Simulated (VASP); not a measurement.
# Si7Ge (P1) in VASP: notebook

The runs below take Si7Ge through single point, with r2SCAN.

Everything below comes from runs of VASP 6.6.1. Logs are shortened: lines on timing, memory, paths and dates and some standing lists are left out, and cuts for length are marked.

## (1) The cell of the first run

The typed cell holds 8 atoms: a = 5.468 Å, b = 5.468 Å, c = 5.468 Å, α = 90.00°, β = 90.00°, γ = 90.00°.

## (2) Single point, r2SCAN (atoms moved at random)

Contents of POSCAR:

```
Si7Ge
1.0
    5.4679684317      0.0000000000      0.0000000000
    0.0000000000      5.4679684317      0.0000000000
    0.0000000000      0.0000000000      5.4679684317
Si Ge
7 1
Direct
    0.2615080556      0.2710156768      0.2463293818
    0.0032469818      0.5008673875      0.4544697909
    0.5055518372      0.4870661829      0.0231993263
    0.4838476778     -0.0088361914      0.4632888253
    0.7485977213      0.1910184412      0.7917584600
    0.7691127251      0.7248727144      0.2630240729
    0.2634141575      0.8067410343      0.7724127083
   -0.0352791564      0.0272547542     -0.0144825655
```

Contents of INCAR.step1:

```
SYSTEM = Si7Ge
ALGO = Normal
EDIFF = 1E-4
ENCUT = 520
GGA = PE
ISMEAR = 0
LASPH = .True.
LCHARG = .False.
LREAL = .False.
LWAVE = .True.
NBANDS = 31
NELM = 100
PREC = Accurate
SIGMA = 0.05
```

Contents of INCAR.step2:

```
SYSTEM = Si7Ge
ALGO = Normal
EDIFF = 1E-7
ENCUT = 520
ISIF = 2
ISMEAR = 0
ISTART = 1
LASPH = .True.
LCHARG = .True.
LELF = .True.
LMIXTAU = .True.
LREAL = .False.
LVHAR = .True.
LWAVE = .False.
METAGGA = R2SCAN
NBANDS = 31
NELM = 100
PREC = Accurate
SIGMA = 0.05
```

Contents of KPOINTS:

```
k-points
0
Gamma
  6 6 6
  0 0 0
```

Potentials or basis: VASP PAW PBE potentials, release 64 (Si, Ge_d).

Run with:

```bash
cat potpaw_PBE.64/Si/POTCAR potpaw_PBE.64/Ge_d/POTCAR > POTCAR
cp INCAR.step1 INCAR
mpirun -np 1 vasp_std > vasp.out
cp INCAR.step2 INCAR
mpirun -np 1 vasp_std > vasp.out
```

OUTCAR:

```text
SYSTEM = Si7Ge
   EDIFF = 1E-7
   ENCUT = 520
   ISIF = 2
   ISMEAR = 0
   ISTART = 1
   LASPH = .True.
   LREAL = .False.
   METAGGA = R2SCAN
   NELM = 100
   PREC = Accurate

 ion  position               nearest neighbor table
   1  0.262  0.271  0.246-   3 2.16   2 2.21   4 2.29   8 2.54
   2  0.003  0.501  0.454-   6 2.06   1 2.21   7 2.80   5 2.87
   3  0.506  0.487  0.023-   1 2.16   6 2.34   5 2.45   7 2.59
   4  0.484  0.991  0.463-   1 2.29   7 2.31   6 2.40   5 2.55
   5  0.749  0.191  0.792-   8 1.82   3 2.45   4 2.55   2 2.87
   6  0.769  0.725  0.263-   2 2.06   3 2.34   4 2.40   8 2.49
   7  0.263  0.807  0.772-   4 2.31   8 2.34   3 2.59   2 2.80
   8  0.965  0.027  0.986-   5 1.82   7 2.34   6 2.49   1 2.54

  LATTYP: Found a simple cubic cell.
 ALAT       =     5.4679684317

  Lattice vectors:

 A1 = (   5.4679684317,   0.0000000000,   0.0000000000)
 A2 = (   0.0000000000,   5.4679684317,   0.0000000000)
 A3 = (   0.0000000000,   0.0000000000,   5.4679684317)

Analysis of symmetry for initial positions (statically):
=====================================================================
 Subroutine PRICEL returns:
 Original cell was already a primitive cell.

 Routine SETGRP: Setting up the symmetry group for a
 simple cubic supercell.

 Subroutine GETGRP returns: Found  1 space group operations
 (whereof  1 operations were pure point group operations)
 out of a pool of 48 trial point group operations.

The static configuration has the point symmetry C_1 .

Analysis of symmetry for dynamics (positions and initial velocities):
=====================================================================
 Subroutine PRICEL returns:
 Original cell was already a primitive cell.

 Routine SETGRP: Setting up the symmetry group for a
 simple cubic supercell.

 Subroutine GETGRP returns: Found  1 space group operations
 (whereof  1 operations were pure point group operations)
 out of a pool of 48 trial point group operations.

The dynamic configuration has the point symmetry C_1 .

 Subroutine INISYM returns: Found  1 space group operations
 (whereof  1 operations are pure point group operations),
 and found     1 'primitive' translations

----------------------------------------------------------------------------------------

                                     Primitive cell

  volume of cell :     163.4850

  direct lattice vectors                    reciprocal lattice vectors
     5.467968432  0.000000000  0.000000000     0.182883280  0.000000000  0.000000000
     0.000000000  5.467968432  0.000000000     0.000000000  0.182883280  0.000000000
     0.000000000  0.000000000  5.467968432     0.000000000  0.000000000  0.182883280

  length of vectors
     5.467968432  5.467968432  5.467968432     0.182883280  0.182883280  0.182883280

  position of ions in fractional coordinates (direct lattice)
     0.261508056  0.271015677  0.246329382
     0.003246982  0.500867388  0.454469791
     0.505551837  0.487066183  0.023199326
     0.483847678  0.991163809  0.463288825
     0.748597721  0.191018441  0.791758460
     0.769112725  0.724872714  0.263024073
     0.263414158  0.806741034  0.772412708
     0.964720844  0.027254754  0.985517434

  ion indices of the primitive-cell ions
   primitive index   ion index
                 1           1
                 2           2
                 3           3
                 4           4
                 5           5
                 6           6
                 7           7
                 8           8

----------------------------------------------------------------------------------------

 KPOINTS: k-points

Automatic generation of k-mesh.
 Grid dimensions read from file:
 generate k-points for:    6    6    6

 Generating k-lattice:

  Cartesian coordinates                     Fractional coordinates (reciprocal lattice)
     0.030480547  0.000000000  0.000000000     0.166666667  0.000000000  0.000000000
     0.000000000  0.030480547  0.000000000     0.000000000  0.166666667  0.000000000
     0.000000000  0.000000000  0.030480547     0.000000000  0.000000000  0.166666667

  Length of vectors
     0.030480547  0.030480547  0.030480547

  Shift w.r.t. Gamma in fractional coordinates (k-lattice)
     0.000000000  0.000000000  0.000000000

 Subroutine IBZKPT returns following result:
 ===========================================

 Found    112 irreducible k-points:

 Following reciprocal coordinates:
            Coordinates               Weight
  0.000000  0.000000  0.000000      1.000000
  0.166667  0.000000  0.000000      2.000000
  0.000000  0.166667  0.000000      2.000000
  0.000000  0.000000  0.166667      2.000000
  0.333333  0.000000  0.000000      2.000000
  0.000000  0.333333  0.000000      2.000000
[... 16 lines left out ...]
  0.000000 -0.333333  0.166667      2.000000
 -0.166667  0.000000  0.333333      2.000000
 [... further k-points ...]
   k-points           NKPTS =    112   k-points in BZ     NKDIM =    112   number of bands    NBANDS=     31
   number of dos      NEDOS =    301   number of ions     NIONS =      8
   total plane-waves  NPLWV =  74088
   dimension x,y,z NGX =    42 NGY =   42 NGZ =   42
   dimension x,y,z NGXF=    84 NGYF=   84 NGZF=   84
   ions per type =               7   1
   NGX,Y,Z   is equivalent  to a cutoff of  12.77, 12.77, 12.77 a.u.
   NGXF,Y,Z  is equivalent  to a cutoff of  25.54, 25.54, 25.54 a.u.
 SYSTEM =  Si7Ge
   PREC   = accura    normal or accurate (medium, high low for compatibility)
   ISTART =      1    job   : 0-new  1-cont  2-samecut
   ICHARG =      0    charge: 1-file 2-atom 10-const
   ISPIN  =      1    spin polarized calculation?
   LNONCOLLINEAR =      F non collinear calculations
   LSORBIT =      F    spin-orbit coupling
   LASPH  =      T    aspherical Exc in radial PAW
   ENCUT  =  520.0 eV  38.22 Ry    6.18 a.u.  10.17 10.17 10.17*2*pi/ulx,y,z
   NELM   =    100;   NELMIN=  2; NELMDL=  0     # of ELM steps
   EDIFF  = 0.1E-06   stopping-criterion for ELM
   LREAL  =      F    real-space projection
   EDIFFG = 0.1E-05   stopping-criterion for IOM
   NSW    =      0    number of steps for IOM
   IBRION =     -1    ionic relax: 0-MD 1-quasi-New 2-CG
   NFREE  =      0    steps in history (QN), initial steepest desc. (CG)
   ISIF   =      2    stress and relaxation
   ISYM   =      2    0-nonsym 1-usesym 2-fastsym
   POTIM  = 0.5000    time-step for ionic-motion
   TEBEG  =    0.0;   TEEND  =   0.0 temperature during run
   PSTRESS=    0.0 pullay stress
   NELECT =      42.0000    total number of electrons
   NUPDOWN=      -1.0000    fix difference up-down
   EMIN   =  10.00;   EMAX   =-10.00  energy-range for DOS
   EFERMI =   0.00;   METHOD = LEGACY
   ISMEAR =     0;   SIGMA  =   0.05  broadening in eV -4-tet -1-fermi 0-gaus
   EFERMI_NEDOS =   21; number of points for ismear=-14 and -15
   IALGO  =     38    algorithm
   IMIX   =      4    mixing-type and parameters
     AMIX     =   0.40;   BMIX     =  1.00
     AMIX_MAG =   1.60;   BMIX_MAG =  1.00
  volume/ion in A,a.u.               =      20.44       137.91
  Fermi-wavevector in a.u.,A,eV,Ry     =   1.040715  1.966667 14.736311  1.083088
  Thomas-Fermi vector in A             =   2.175304
   LORBIT       =      0    0 simple, 1 ext, 2 COOP (PROOUT), +10 PAW based schemes
   METAGGA = R2SCAN    functional components
   LHFCALC =     F    Hartree Fock is set to
   AEXX    =    0.0000 exact exchange contribution
   IVDW    =     0    specifies the selected vdW correction
   LEPSILON=     F    determine dielectric tensor
   LRPA    =     F    only Hartree local field effects (RPA)
 non-spin polarized calculation
 Gauss-broadening in eV      SIGMA  =   0.05
  energy-cutoff  :      520.00
  volume of cell :      163.49
 maximum number of plane-waves:      4436
 NGX is ok and might be reduce to    42
   NGX = 21   NGY = 21   NGZ = 21

 number of electron      42.0000006 magnetization

 Free energy of the ion-electron system (eV)
  ---------------------------------------------------
  ext. energy  EPLUGINS =         0.00000000
  ---------------------------------------------------
  free energy    TOTEN  =       -69.34277084 eV

  energy without entropy =      -69.34196080  energy(sigma->0) =      -69.34236582

 E-fermi :   5.8980     XC(G=0):  -9.9712

 val. band max:        5.8518534245   @ k =  -0.3333   0.3333   0.0000
 cond. band min:       5.9064440950   @ k =  -0.3333   0.3333   0.1667
 fundamental gap:      0.0545906705
 Fermi energy:         5.8980409300

 k-point     1 :       0.0000    0.0000    0.0000
  band No.  band energies     occupation
      1     -20.1006      2.00000
      2     -19.9123      2.00000
      3     -19.8975      2.00000
      4     -19.7654      2.00000
      5     -19.7579      2.00000
      6      -7.5231      2.00000
[... 23 lines left out ...]
     30       8.7403      0.00000
     31       9.3452      0.00000

 k-point     2 :       0.1667    0.0000    0.0000
  band No.  band energies     occupation
      1     -20.1006      2.00000
      2     -19.9123      2.00000
      3     -19.8974      2.00000
      4     -19.7654      2.00000
      5     -19.7579      2.00000
      6      -7.4087      2.00000
[... 23 lines left out ...]
     30       9.3641      0.00000
     31       9.8315      0.00000

 k-point     3 :       0.0000    0.1667    0.0000
  band No.  band energies     occupation
      1     -20.1006      2.00000
      2     -19.9123      2.00000
      3     -19.8975      2.00000
      4     -19.7654      2.00000
      5     -19.7579      2.00000
      6      -7.4185      2.00000
[... 703 lines left out ...]
     30      10.2215      0.00000
     31      10.5257      0.00000

 k-point    24 :      -0.1667    0.0000    0.3333
  band No.  band energies     occupation
      1     -20.1006      2.00000
      2     -19.9122      2.00000
      3     -19.8975      2.00000
      4     -19.7654      2.00000
      5     -19.7579      2.00000
      6      -7.0458      2.00000
[... 23 lines left out ...]
     30      10.3634      0.00000
     31      10.7674      0.00000

 [... further k-points ...]

------------------------ aborting loop because EDIFF is reached ----------------------------------------

  FORCE on cell =-STRESS in cart. coord.  units (eV):
  Direction    XX          YY          ZZ          XY          YZ          ZX
  --------------------------------------------------------------------------------------
  -------------------------------------------------------------------------------------
  Total       13.6091206      7.0400629      9.2269172    -11.4260393    -10.6448386      8.0322685
  in kB      133.3713811     68.9936507     90.4251447   -111.9768637   -104.3209824     78.7174112
  external PRESSURE =      97.5967255 kB  Pullay stress =       0.0000000 kB

 VOLUME and BASIS-vectors are now :
 -----------------------------------------------------------------------------
  energy-cutoff  :      520.00
  volume of cell :      163.49
      direct lattice vectors                 reciprocal lattice vectors
     5.467968432  0.000000000  0.000000000     0.182883280  0.000000000  0.000000000
     0.000000000  5.467968432  0.000000000     0.000000000  0.182883280  0.000000000
     0.000000000  0.000000000  5.467968432     0.000000000  0.000000000  0.182883280

 POSITION                                       TOTAL-FORCE (eV/Angst)
 -----------------------------------------------------------------------------------
      1.42992      1.48191      1.34692        -1.387299     -1.619104     -0.075376
      0.01775      2.73873      2.48503         1.892174     -1.349165      5.454583
      2.76434      2.66326      0.12685         1.083262      1.630249     -2.581866
      2.64566      5.41965      2.53325         1.345129     -0.196278      1.772261
      4.09331      1.04448      4.32931        -9.840050      8.813372    -10.270239
      4.20548      3.96358      1.43821        -2.744864      2.714810     -2.264772
      1.44034      4.41123      4.22353        -0.162566     -2.765314     -1.002053
      5.27506      0.14903      5.38878         9.814214     -7.228570      8.967464
 -----------------------------------------------------------------------------------
    total drift:                                0.000623      0.005012     -0.002536

  FREE ENERGIE OF THE ION-ELECTRON SYSTEM (eV)
  ---------------------------------------------------
  free  energy   TOTEN  =       -69.3427708410 eV

  energy  without entropy=      -69.3419608009  energy(sigma->0) =      -69.34236582
```

Run time: 19 min. Hardware: 1 thread of AMD EPYC 9R45 (Zen 5), shared host; peak memory 0.57 GiB.

Results:

```yaml
Free_energy: -69.3428 eV
Pressure: 9.8 GPa
Largest_force: 16.733 eV/Å
Band_gap_on_the_k_mesh: zero (bands 21 and 22 overlap by 0.37 eV)
```

Forces on the atoms (eV/Å):
```
Si   -1.387  -1.619  -0.075
Si    1.892  -1.349   5.455
Si    1.083   1.630  -2.582
Si    1.345  -0.196   1.772
Si   -9.840   8.813 -10.270
Si   -2.745   2.715  -2.265
Si   -0.163  -2.765  -1.002
Ge    9.814  -7.229   8.967
```

Stress tensor (GPa, compression positive):
```
 13.34 -11.20   7.87
-11.20   6.90 -10.43
  7.87 -10.43   9.04
```

Levels at points of the mesh, in eV from the Fermi level:
```
           k point  band 19  band 20  band 21  band 22  band 23  band 24
(0.00, 0.00, 0.00)    -1.24    -0.62    -0.35    -0.07     0.53     0.59
(0.50, 0.00, 0.00)    -2.21    -1.77    -1.47     0.40     0.88     2.24
(0.00, 0.50, 0.00)    -2.33    -1.87    -1.64     0.41     0.91     2.53
(0.00, 0.00, 0.50)    -2.76    -2.15    -1.33     0.35     0.60     2.59
(0.50, 0.50, 0.00)    -2.15    -1.75    -0.62     1.35     1.69     2.04
(0.00, 0.50, 0.50)    -1.98    -1.36    -0.55     0.89     1.83     1.94
(0.50, 0.00, 0.50)    -1.73    -1.43    -1.06     1.33     2.05     2.18
(0.50, 0.50, 0.50)    -1.16    -0.85    -0.15     0.65     0.96     1.07
```

Caveat: the cell differs from its parent crystal (atoms moved at random); the stress differs along the axes, from 7 to 13 GPa; semilocal functionals underestimate gaps, and a narrow one can read as zero; the PAW data sets were made with another functional, which shifts forces and pressure a little.

## (3) Single point, r2SCAN (atoms moved at random)

Contents of POSCAR:

```
Si7Ge
1.0
    5.4679684317      0.0000000000      0.0000000000
    0.0000000000      5.4679684317      0.0000000000
    0.0000000000      0.0000000000      5.4679684317
Si Ge
7 1
Direct
    0.2542695609      0.2855934593      0.2400663138
    0.0600187592      0.5169966426      0.5184025915
    0.5298018698      0.5110350160     -0.0636248335
    0.4420840997     -0.0104270402      0.5684485637
    0.7663177592      0.2319316083      0.7840095668
    0.7302404878      0.7666724061      0.2977986720
    0.2489099011      0.6975950972      0.7429330847
   -0.0316424376      0.0006028109     -0.0880339591
```

Contents of INCAR.step1:

```
PREC = Accurate
ENCUT = 520
ISMEAR = 0
SIGMA = 0.05
LREAL = F
LASPH = T
NELM = 100
NBANDS = 31
GGA = PE
ALGO = Normal
EDIFF = 1E-4
LWAVE = T
LCHARG = F
```

Contents of INCAR.step2:

```
PREC = Accurate
ENCUT = 520
EDIFF = 1E-7
ISMEAR = 0
SIGMA = 0.05
LREAL = F
LASPH = T
NELM = 100
ALGO = Normal
ISIF = 2
LWAVE = F
LCHARG = F
METAGGA = R2SCAN
LMIXTAU = T
NBANDS = 31
ISTART = 1
```

Contents of KPOINTS:

```
Automatic mesh
0
Gamma
  6 6 6
```

Potentials or basis: VASP PAW PBE potentials, release 64 (Si, Ge_d).

Run with:

```bash
cat potpaw_PBE.64/Si/POTCAR potpaw_PBE.64/Ge_d/POTCAR > POTCAR
cp INCAR.step1 INCAR
mpirun -np 1 vasp_std > vasp.out
cp INCAR.step2 INCAR
mpirun -np 1 vasp_std > vasp.out
```

Wall time 62 min (1 thread of Oxide Virtual Turin-like, shared host); peak memory 0.57 GiB.

Results (log left out):

```yaml
Free_energy: -66.3131 eV
Pressure: 13.4 GPa
Largest_force: 15.836 eV/Å
Band_gap_on_the_k_mesh: zero (bands 21 and 22 overlap by 0.40 eV)
```

Forces in eV/Å, atoms in the order of the input:
```
Si   0.802 -1.806 -0.962
Si  -7.958 -4.936 -6.859
Si   0.840 -0.038  5.292
Si   2.568  2.963 -3.398
Si  -7.641  8.665 -7.625
Si   0.424 -0.305 -1.172
Si   2.084  5.379  6.153
Ge   8.881 -9.921  8.571
```

Stress tensor (GPa, compression positive):
```
14.90 -8.86 11.32
-8.86 18.74 -0.88
11.32 -0.88  6.67
```

Levels at points of the mesh, in eV from the Fermi level:
| k point | band 18 | band 19 | band 20 | band 21 | band 22 | band 23 | band 24 | band 25 |
| --- | --- | --- | --- | --- | --- | --- | --- | --- |
| (0.00, 0.00, 0.00) | -2.58 | -1.21 | -1.02 | -0.56 | 0.12 | 0.67 | 0.76 | 0.97 |
| (0.50, 0.00, 0.00) | -2.28 | -1.78 | -1.60 | -1.06 | 0.65 | 0.76 | 1.94 | 2.05 |
| (0.00, 0.50, 0.00) | -2.45 | -1.82 | -1.51 | -1.04 | 0.56 | 0.93 | 1.81 | 1.98 |
| (0.00, 0.00, 0.50) | -3.33 | -2.88 | -1.27 | -0.71 | -0.24 | 0.94 | 2.46 | 2.96 |
| (0.50, 0.50, 0.00) | -3.03 | -2.25 | -1.11 | -0.35 | 0.76 | 1.31 | 2.23 | 2.98 |
| (0.00, 0.50, 0.50) | -2.05 | -1.82 | -1.27 | -0.19 | 1.44 | 1.70 | 1.83 | 2.14 |
| (0.50, 0.00, 0.50) | -2.08 | -1.98 | -0.83 | -0.37 | 1.37 | 1.70 | 1.98 | 2.06 |
| (0.50, 0.50, 0.50) | -1.08 | -0.74 | -0.66 | -0.02 | 0.55 | 0.94 | 1.17 | 1.28 |

Caveat: the cell differs from its parent crystal (atoms moved at random); the stress differs along the axes, from 7 to 19 GPa; semilocal functionals underestimate gaps, and a narrow one can read as zero; the PAW data sets were made with another functional, which shifts forces and pressure a little.

The gap in the log of VASP goes by the Fermi energy; the results here count the filled bands.